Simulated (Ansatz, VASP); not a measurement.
Two plane-wave programs on GePt

```
CELL_PARAMETERS angstrom
2.77452 0.00000 0.00000
0.00000 2.77452 0.00000
0.00000 0.00000 4.86332
ATOMIC_POSITIONS crystal
Ge 0.50000 0.50000 0.83348
Pt 0.50000 0.50000 0.33347
```

Alike in both runs: functional PBE; k mesh 6 × 6 × 6; occupations gaussian, width 0.2 eV; no spin polarisation.

Ansatz relaxed the structure, and its values are those at the end. VASP's run is a single point on that final structure, the one shown.

|  | VASP | Ansatz |
| --- | --- | --- |
| version | VASP 6.6.1 | Ansatz 0.2.0 |
| potentials or method | VASP PAW PBE potentials, release 64 (Ge_d, Pt), cutoff 500 eV | scalar-relativistic, plane waves, PAW |
| valence electrons in the cell | 24 | 32 |

```tsv
	VASP	Ansatz	Ansatz less VASP
gap on the k mesh at the Fermi level (eV)	none	none	-
pressure (GPa)	0.2	0.2	-0.05
```

A gap of «none» marks a metal or a gap that the smearing closes. VASP's potentials hold 24 valence electrons a cell and Ansatz's 32, so a difference there can come from the potentials and not from the codes.

The k mesh is coarse, so the values compare programs but aren't converged. Neither program's run includes spin-orbit coupling.
